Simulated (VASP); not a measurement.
# BN (P6_3/mmc) in VASP: notebook

Runs on BN. Level: PBE. Tasks: single point.

Program: VASP 6.6.1. These are calculated values, not measurements. Logs are shortened: lines on timing, memory, paths and dates and some standing lists are left out, and cuts for length are marked.

### 1 The cell of the first run

The structure is hexagonal, space group P6_3/mmc (No. 194). Conventional cell: a = 2.487 Å, b = 2.487 Å, c = 6.616 Å, α = 90.00°, β = 90.00°, γ = 120.00°. B (site symmetry -6m2) has 3 N at 1.44 Å within 1.9 Å. Within 1.9 Å of N (site symmetry -6m2) lie 3 B at 1.44 Å.

### 2 Single point, PBE (volume scaled by 0.98)

Contents of INCAR:

```
  PREC = Accurate
  ENCUT = 520
  EDIFF = 1E-7
  ISMEAR = -1
  SIGMA = 0.02
  LREAL = F
  LASPH = T
  NELM = 60
  ALGO = Normal
  ISIF = 2
  LWAVE = F
  LCHARG = F
  GGA = PE
  NBANDS = 16
```

Contents of KPOINTS:

```
regular mesh
0
Gamma
  11 11 4
```

Contents of POSCAR:

```
BN
1.0
    2.4871858845      0.0000000000      0.0000000000
   -1.2435929423      2.1539661599      0.0000000000
    0.0000000000      0.0000000000      6.6164926127
B N
2 2
Direct
    0.3333333333      0.6666666667      0.2500000000
    0.6666666667      0.3333333333      0.7500000000
    0.3333333333      0.6666666667      0.7500000000
    0.6666666667      0.3333333333      0.2500000000
```

Potentials or basis: VASP PAW PBE potentials, release 64 (B, N).

Run with:

```bash
> cat potpaw_PBE.64/B/POTCAR potpaw_PBE.64/N/POTCAR > POTCAR
> mpirun -np 1 vasp_std > vasp.out
```

OUTCAR:

```text
PREC = Accurate
   ENCUT = 520
   EDIFF = 1E-7
   ISMEAR = -1
   LREAL = F
   LASPH = T
   NELM = 60
   ISIF = 2
   GGA = PE

 ion  position               nearest neighbor table
   1  0.333  0.667  0.250-   4 1.44   4 1.44   4 1.44
   2  0.667  0.333  0.750-   3 1.44   3 1.44   3 1.44
   3  0.333  0.667  0.750-   2 1.44   2 1.44   2 1.44
   4  0.667  0.333  0.250-   1 1.44   1 1.44   1 1.44

  LATTYP: Found a hexagonal cell.
 ALAT       =     2.4871858845
 C/A-ratio  =     2.6602324555

  Lattice vectors:

 A1 = (   2.4871858845,   0.0000000000,   0.0000000000)
 A2 = (  -1.2435929423,   2.1539661599,   0.0000000000)
 A3 = (   0.0000000000,   0.0000000000,   6.6164926127)

Analysis of symmetry for initial positions (statically):
=====================================================================
 Subroutine PRICEL returns:
 Original cell was already a primitive cell.

 Routine SETGRP: Setting up the symmetry group for a
 hexagonal supercell.

 Subroutine GETGRP returns: Found 24 space group operations
 (whereof 12 operations were pure point group operations)
 out of a pool of 24 trial point group operations.

The static configuration has the point symmetry D_3d.
 The point group associated with its full space group is D_6h.

Analysis of symmetry for dynamics (positions and initial velocities):
=====================================================================
 Subroutine PRICEL returns:
 Original cell was already a primitive cell.

 Routine SETGRP: Setting up the symmetry group for a
 hexagonal supercell.

 Subroutine GETGRP returns: Found 24 space group operations
 (whereof 12 operations were pure point group operations)
 out of a pool of 24 trial point group operations.

The dynamic configuration has the point symmetry D_3d.
 The point group associated with its full space group is D_6h.

 Subroutine INISYM returns: Found 24 space group operations
 (whereof 12 operations are pure point group operations),
 and found     1 'primitive' translations

----------------------------------------------------------------------------------------

                                     Primitive cell

  volume of cell :      35.4466

  direct lattice vectors                    reciprocal lattice vectors
     2.487185885  0.000000000  0.000000000     0.402060822  0.232129924  0.000000000
    -1.243592942  2.153966160  0.000000000     0.000000000  0.464259847  0.000000000
     0.000000000  0.000000000  6.616492613     0.000000000  0.000000000  0.151137477

  length of vectors
     2.487185885  2.487185885  6.616492613     0.464259847  0.464259847  0.151137477

  position of ions in fractional coordinates (direct lattice)
     0.333333333  0.666666667  0.250000000
     0.666666667  0.333333333  0.750000000
     0.333333333  0.666666667  0.750000000
     0.666666667  0.333333333  0.250000000

  ion indices of the primitive-cell ions
   primitive index   ion index
                 1           1
                 2           2
                 3           3
                 4           4

----------------------------------------------------------------------------------------

 KPOINTS: regular mesh

Automatic generation of k-mesh.
 Grid dimensions read from file:
 generate k-points for:   11   11    4

 Generating k-lattice:

  Cartesian coordinates                     Fractional coordinates (reciprocal lattice)
     0.036550984  0.021102720  0.000000000     0.090909091  0.000000000  0.000000000
     0.000000000  0.042205441  0.000000000     0.000000000  0.090909091  0.000000000
     0.000000000  0.000000000  0.037784369     0.000000000  0.000000000  0.250000000

  Length of vectors
     0.042205441  0.042205441  0.037784369

  Shift w.r.t. Gamma in fractional coordinates (k-lattice)
     0.000000000  0.000000000  0.000000000

 Subroutine IBZKPT returns following result:
 ===========================================

 Found     48 irreducible k-points:

 Following reciprocal coordinates:
            Coordinates               Weight
  0.000000  0.000000  0.000000      1.000000
  0.090909 -0.000000  0.000000      6.000000
  0.181818 -0.000000  0.000000      6.000000
  0.272727  0.000000  0.000000      6.000000
  0.363636 -0.000000  0.000000      6.000000
  0.454545 -0.000000  0.000000      6.000000
[... 16 lines left out ...]
  0.090909  0.090909  0.250000     12.000000
  0.181818  0.090909  0.250000     24.000000
 [... further k-points ...]
   k-points           NKPTS =     48   k-points in BZ     NKDIM =     48   number of bands    NBANDS=     16
   number of dos      NEDOS =    301   number of ions     NIONS =      4
   total plane-waves  NPLWV =  16200
   dimension x,y,z NGX =    18 NGY =   18 NGZ =   50
   dimension x,y,z NGXF=    36 NGYF=   36 NGZF=  100
   ions per type =               2   2
   NGX,Y,Z   is equivalent  to a cutoff of  12.03, 12.03, 12.56 a.u.
   NGXF,Y,Z  is equivalent  to a cutoff of  24.06, 24.06, 25.13 a.u.
 SYSTEM =  unknown system
   PREC   = accura    normal or accurate (medium, high low for compatibility)
   ISTART =      0    job   : 0-new  1-cont  2-samecut
   ICHARG =      2    charge: 1-file 2-atom 10-const
   ISPIN  =      1    spin polarized calculation?
   LNONCOLLINEAR =      F non collinear calculations
   LSORBIT =      F    spin-orbit coupling
   LASPH  =      T    aspherical Exc in radial PAW
   ENCUT  =  520.0 eV  38.22 Ry    6.18 a.u.   4.62  4.62 12.30*2*pi/ulx,y,z
   NELM   =     60;   NELMIN=  2; NELMDL= -5     # of ELM steps
   EDIFF  = 0.1E-06   stopping-criterion for ELM
   LREAL  =      F    real-space projection
   EDIFFG = 0.1E-05   stopping-criterion for IOM
   NSW    =      0    number of steps for IOM
   IBRION =     -1    ionic relax: 0-MD 1-quasi-New 2-CG
   NFREE  =      0    steps in history (QN), initial steepest desc. (CG)
   ISIF   =      2    stress and relaxation
   ISYM   =      2    0-nonsym 1-usesym 2-fastsym
   POTIM  = 0.5000    time-step for ionic-motion
   TEBEG  =    0.0;   TEEND  =   0.0 temperature during run
   PSTRESS=    0.0 pullay stress
   NELECT =      16.0000    total number of electrons
   NUPDOWN=      -1.0000    fix difference up-down
   EMIN   =  10.00;   EMAX   =-10.00  energy-range for DOS
   EFERMI =   0.00;   METHOD = LEGACY
   ISMEAR =    -1;   SIGMA  =   0.02  broadening in eV -4-tet -1-fermi 0-gaus
   EFERMI_NEDOS =   21; number of points for ismear=-14 and -15
   IALGO  =     38    algorithm
   IMIX   =      4    mixing-type and parameters
     AMIX     =   0.40;   BMIX     =  1.00
     AMIX_MAG =   1.60;   BMIX_MAG =  1.00
  volume/ion in A,a.u.               =       8.86        59.80
  Fermi-wavevector in a.u.,A,eV,Ry     =   1.255808  2.373133 21.457112  1.577053
  Thomas-Fermi vector in A             =   2.389546
   LORBIT       =      0    0 simple, 1 ext, 2 COOP (PROOUT), +10 PAW based schemes
   GGA     = PE    functional components
   LHFCALC =     F    Hartree Fock is set to
   AEXX    =    0.0000 exact exchange contribution
   IVDW    =     0    specifies the selected vdW correction
   LEPSILON=     F    determine dielectric tensor
   LRPA    =     F    only Hartree local field effects (RPA)
 non-spin polarized calculation
  energy-cutoff  :      520.00
  volume of cell :       35.45
 maximum number of plane-waves:       973
   NGX =  9   NGY =  9   NGZ = 25

 number of electron      15.9999993 magnetization

 Free energy of the ion-electron system (eV)
  ---------------------------------------------------
  ext. energy  EPLUGINS =         0.00000000
  ---------------------------------------------------
  free energy    TOTEN  =       -35.12722238 eV

  energy without entropy =      -35.12722238  energy(sigma->0) =      -35.12722238

 E-fermi :   2.9402     XC(G=0): -10.1352

 val. band max:        2.4190329089   @ k =   0.3636   0.2727   0.0000
 cond. band min:       6.7777632638   @ k =   0.4545   0.0909   0.0000
 fundamental gap:      4.3587303549
 Fermi energy:         2.9402229379

 k-point     1 :       0.0000    0.0000    0.0000
  band No.  band energies     occupation
      1     -15.5330      2.00000
      2     -15.2323      2.00000
      3      -3.9399      2.00000
      4      -1.7909      2.00000
      5       1.0831      2.00000
      6       1.0831      2.00000
[... 8 lines left out ...]
     15      14.9778      0.00000
     16      15.6612      0.00000

 k-point     2 :       0.0909   -0.0000    0.0000
  band No.  band energies     occupation
      1     -15.3687      2.00000
      2     -15.0737      2.00000
      3      -3.7142      2.00000
      4      -1.5881      2.00000
      5       0.4190      2.00000
      6       0.4517      2.00000
[... 8 lines left out ...]
     15      15.0458      0.00000
     16      15.5230      0.00000

 k-point     3 :       0.1818   -0.0000    0.0000
  band No.  band energies     occupation
      1     -14.8866      2.00000
      2     -14.6088      2.00000
      3      -3.0471      2.00000
      4      -1.2254      2.00000
      5      -1.1821      2.00000
      6      -0.9945      2.00000
[... 8 lines left out ...]
     15      16.7843      0.00000
     16      16.8563      0.00000

 k-point     4 :       0.2727    0.0000    0.0000
  band No.  band energies     occupation
      1     -14.1263      2.00000
      2     -13.8792      2.00000
      3      -3.2416      2.00000
      4      -3.1736      2.00000
      5      -1.9763      2.00000
      6      -0.7693      2.00000
[... 8 lines left out ...]
     15      18.0577      0.00000
     16      19.3768      0.00000

 k-point     5 :       0.3636   -0.0000    0.0000
  band No.  band energies     occupation
      1     -13.1968      2.00000
      2     -13.0020      2.00000
      3      -5.1400      2.00000
      4      -5.0542      2.00000
      5      -1.4005      2.00000
      6      -1.3377      2.00000
[... 8 lines left out ...]
     15      18.1861      0.00000
     16      21.9546      0.00000

 k-point     6 :       0.4545   -0.0000    0.0000
  band No.  band energies     occupation
      1     -12.4074      2.00000
      2     -12.3030      2.00000
      3      -6.4075      2.00000
      4      -6.3353      2.00000
      5      -1.7400      2.00000
      6      -1.6750      2.00000
[... 8 lines left out ...]
     15      17.8038      0.00000
     16      21.3869      0.00000
[... 267 lines left out ...]
 k-point    21 :       0.3636   -0.0000    0.2500
  band No.  band energies     occupation
      1     -13.1691      2.00000
      2     -13.0315      2.00000
      3      -5.1307      2.00000
      4      -5.0697      2.00000
      5      -1.3914      2.00000
      6      -1.3470      2.00000
[... 8 lines left out ...]
     15      19.2260      0.00000
     16      21.3792      0.00000

 k-point    22 :       0.4545   -0.0000    0.2500
  band No.  band energies     occupation
      1     -12.3922      2.00000
      2     -12.3183      2.00000
      3      -6.4002      2.00000
      4      -6.3490      2.00000
      5      -1.7306      2.00000
      6      -1.6846      2.00000
[... 8 lines left out ...]
     15      18.3204      0.00000
     16      20.7027      0.00000

 k-point    23 :       0.0909    0.0909    0.2500
  band No.  band energies     occupation
      1     -15.0059      2.00000
      2     -14.8055      2.00000
      3      -3.0155      2.00000
      4      -1.5733      2.00000
      5      -0.6276      2.00000
      6      -0.6038      2.00000
[... 8 lines left out ...]
     15      15.9454      0.00000
     16      16.3922      0.00000

 k-point    24 :       0.1818    0.0909    0.2500
  band No.  band energies     occupation
      1     -14.3855      2.00000
      2     -14.2018      2.00000
      3      -2.3717      2.00000
      4      -2.3028      2.00000
      5      -2.0985      2.00000
      6      -0.7945      2.00000
[... 8 lines left out ...]
     15      17.5473      0.00000
     16      17.5643      0.00000

 [... further k-points ...]

------------------------ aborting loop because EDIFF is reached ----------------------------------------

  FORCE on cell =-STRESS in cart. coord.  units (eV):
  Direction    XX          YY          ZZ          XY          YZ          ZX
  --------------------------------------------------------------------------------------
  -------------------------------------------------------------------------------------
  Total        2.5165415      2.5165415      0.6582233     -0.0000000     -0.0000000      0.0000000
  in kB      113.7469409    113.7469409     29.7514989     -0.0000000     -0.0000000      0.0000000
  external PRESSURE =      85.7484602 kB  Pullay stress =       0.0000000 kB

 VOLUME and BASIS-vectors are now :
 -----------------------------------------------------------------------------
  energy-cutoff  :      520.00
  volume of cell :       35.45
      direct lattice vectors                 reciprocal lattice vectors
     2.487185885  0.000000000  0.000000000     0.402060822  0.232129924  0.000000000
    -1.243592942  2.153966160  0.000000000     0.000000000  0.464259847  0.000000000
     0.000000000  0.000000000  6.616492613     0.000000000  0.000000000  0.151137477

 POSITION                                       TOTAL-FORCE (eV/Angst)
 -----------------------------------------------------------------------------------
     -0.00000      1.43598      1.65412         0.000000     -0.000000      0.000000
      1.24359      0.71799      4.96237        -0.000000      0.000000      0.000000
     -0.00000      1.43598      4.96237        -0.000000     -0.000000      0.000000
      1.24359      0.71799      1.65412        -0.000000     -0.000000      0.000000
 -----------------------------------------------------------------------------------
    total drift:                               -0.000000      0.000000      0.000000

  FREE ENERGIE OF THE ION-ELECTRON SYSTEM (eV)
  ---------------------------------------------------
  free  energy   TOTEN  =       -35.1272223754 eV

  energy  without entropy=      -35.1272223754  energy(sigma->0) =      -35.12722238
```

Wall time 25 s (1 thread of Intel Xeon Platinum 8259CL at 2.50GHz (Skylake/Cascade Lake), shared host); peak memory 0.15 GiB.

What came out:

| Quantity | Value |
| --- | --- |
| Free energy | -35.1272 eV |
| Pressure | 8.6 GPa |
| Band gap on the k mesh | 4.36 eV, indirect (least direct gap 4.72 eV) |

Levels at points of the mesh, in eV from the valence-band top:
```tsv
k point	band 4	band 5	band 6	band 7	band 8	band 9	band 10	band 11	band 12	band 13
(0.00, 0.00, 0.00)	-4.21	-1.34	-1.34	-1.30	-1.30	5.25	10.40	11.69	11.69	11.81
(0.00, 0.00, 0.50)	-5.41	-1.32	-1.32	-1.32	-1.32	7.66	7.66	11.75	11.75	11.75
```

Caveat: this functional lacks dispersion, which binds the layers, so the pressure and a relaxed spacing across them are unreliable. A k mesh can miss the band edges.

### 3 Single point, PBE (volume scaled by 1.01)

Contents of INCAR:

```
SYSTEM = BN
ALGO = Normal ; EDIFF = 1E-6
ENCUT = 520 ; GGA = PE
ISIF = 2 ; ISMEAR = -1
LASPH = .True. ; LCHARG = .False.
LREAL = .False. ; LWAVE = .False.
NBANDS = 16 ; NELM = 100
PREC = Accurate ; SIGMA = 0.02
```

Contents of KPOINTS:

```
k-points
0
Gamma
  11 11 4
  0 0 0
```

Contents of POSCAR:

```
BN
1.0
    2.5123106747      0.0000000000      0.0000000000
   -1.2561553374      2.1757248665      0.0000000000
    0.0000000000      0.0000000000      6.6833303951
B N
2 2
Direct
    0.3333333333      0.6666666667      0.2500000000
    0.6666666667      0.3333333333      0.7500000000
    0.3333333333      0.6666666667      0.7500000000
    0.6666666667      0.3333333333      0.2500000000
```

Potentials or basis: VASP PAW PBE potentials, release 64 (B, N).

Run with:

```bash
> cat potpaw_PBE.64/B/POTCAR potpaw_PBE.64/N/POTCAR > POTCAR
> mpirun -np 1 vasp_std > vasp.out
```

OUTCAR:

```text
SYSTEM = BN
   EDIFF = 1E-6
   ENCUT = 520
   GGA = PE
   ISIF = 2
   ISMEAR = -1
   LASPH = .True.
   LREAL = .False.
   NELM = 100
   PREC = Accurate

 ion  position               nearest neighbor table
   1  0.333  0.667  0.250-   4 1.45   4 1.45   4 1.45
   2  0.667  0.333  0.750-   3 1.45   3 1.45   3 1.45
   3  0.333  0.667  0.750-   2 1.45   2 1.45   2 1.45
   4  0.667  0.333  0.250-   1 1.45   1 1.45   1 1.45

  LATTYP: Found a hexagonal cell.
 ALAT       =     2.5123106747
 C/A-ratio  =     2.6602324555

[... 647 lines left out ...]
     16      17.0043      0.00000

 [... further k-points ...]
[... 5 lines left out ...]
  --------------------------------------------------------------------------------------
  -------------------------------------------------------------------------------------
  Total        0.0387921      0.0387921      0.5898279     -0.0000000     -0.0000000     -0.0000000
  in kB        1.7013114      1.7013114     25.8681653     -0.0000000     -0.0000000     -0.0000000
  external PRESSURE =       9.7569294 kB  Pullay stress =       0.0000000 kB

 VOLUME and BASIS-vectors are now :
 -----------------------------------------------------------------------------
  energy-cutoff  :      520.00
  volume of cell :       36.53
      direct lattice vectors                 reciprocal lattice vectors
     2.512310675  0.000000000  0.000000000     0.398039944  0.229808469  0.000000000
    -1.256155337  2.175724866  0.000000000     0.000000000  0.459616938  0.000000000
     0.000000000  0.000000000  6.683330395     0.000000000  0.000000000  0.149626001

 POSITION                                       TOTAL-FORCE (eV/Angst)
 -----------------------------------------------------------------------------------
     -0.00000      1.45048      1.67083         0.000000     -0.000000      0.000000
      1.25616      0.72524      5.01250        -0.000000      0.000000      0.000000
     -0.00000      1.45048      5.01250         0.000000     -0.000000      0.000000
      1.25616      0.72524      1.67083        -0.000000      0.000000      0.000000
 -----------------------------------------------------------------------------------
    total drift:                               -0.000000      0.000000      0.000000

  FREE ENERGIE OF THE ION-ELECTRON SYSTEM (eV)
  ---------------------------------------------------
  free  energy   TOTEN  =       -35.1600315202 eV

  energy  without entropy=      -35.1600315202  energy(sigma->0) =      -35.16003152
```

OSZICAR:

```text
N       E                     dE             d eps       ncg     rms          rms(c)
DAV:   1     0.495588430206E+02    0.49559E+02   -0.80542E+03  1536   0.926E+02
DAV:   2    -0.352848912460E+02   -0.84844E+02   -0.77232E+02  2064   0.222E+02
DAV:   3    -0.386385846034E+02   -0.33537E+01   -0.33412E+01  2064   0.436E+01
DAV:   4    -0.386607302978E+02   -0.22146E-01   -0.22141E-01  1856   0.390E+00
DAV:   5    -0.386609419582E+02   -0.21166E-03   -0.21166E-03  2024   0.358E-01    0.112E+01
DAV:   6    -0.355039508766E+02    0.31570E+01   -0.51702E+00  1992   0.174E+01    0.500E+00
DAV:   7    -0.352369955817E+02    0.26696E+00   -0.55253E-01  2056   0.543E+00    0.314E+00
DAV:   8    -0.351637611234E+02    0.73234E-01   -0.23253E-01  1976   0.322E+00    0.472E-01
DAV:   9    -0.351589690733E+02    0.47921E-02   -0.15126E-02  1760   0.100E+00    0.193E-01
DAV:  10    -0.351599188353E+02   -0.94976E-03   -0.14138E-03  1784   0.282E-01    0.359E-02
DAV:  11    -0.351600188641E+02   -0.10003E-03   -0.10319E-04  1888   0.817E-02    0.251E-02
DAV:  12    -0.351600313682E+02   -0.12504E-04   -0.30780E-05  1608   0.387E-02    0.295E-03
DAV:  13    -0.351600315202E+02   -0.15201E-06   -0.72221E-07  1744   0.667E-03
   1 F= -.35160032E+02 E0= -.35160032E+02  d E =-.415583E-12
```

It took 42 s on 1 thread of Intel Xeon Platinum 8259CL at 2.50GHz (Skylake/Cascade Lake), shared host; peak memory 0.15 GiB.

Results:

```yaml
Free_energy: -35.1600 eV
Pressure: 1.0 GPa
Band_gap_on_the_k_mesh: 4.32 eV, indirect (least direct gap 4.65 eV)
```

Stress tensor (GPa, compression positive):
```
0.17 0.00 0.00
0.00 0.17 0.00
0.00 0.00 2.59
```

Levels at points of the mesh, in eV from the valence-band top:
| k point | band 5 | band 6 | band 7 | band 8 | band 9 | band 10 | band 11 | band 12 |
| --- | --- | --- | --- | --- | --- | --- | --- | --- |
| (0.00, 0.00, 0.00) | -1.37 | -1.37 | -1.34 | -1.34 | 5.19 | 10.18 | 11.44 | 11.44 |
| (0.00, 0.00, 0.50) | -1.35 | -1.35 | -1.35 | -1.35 | 7.51 | 7.51 | 11.50 | 11.50 |

Caveat: this functional lacks dispersion, which binds the layers, so the pressure and a relaxed spacing across them are unreliable.
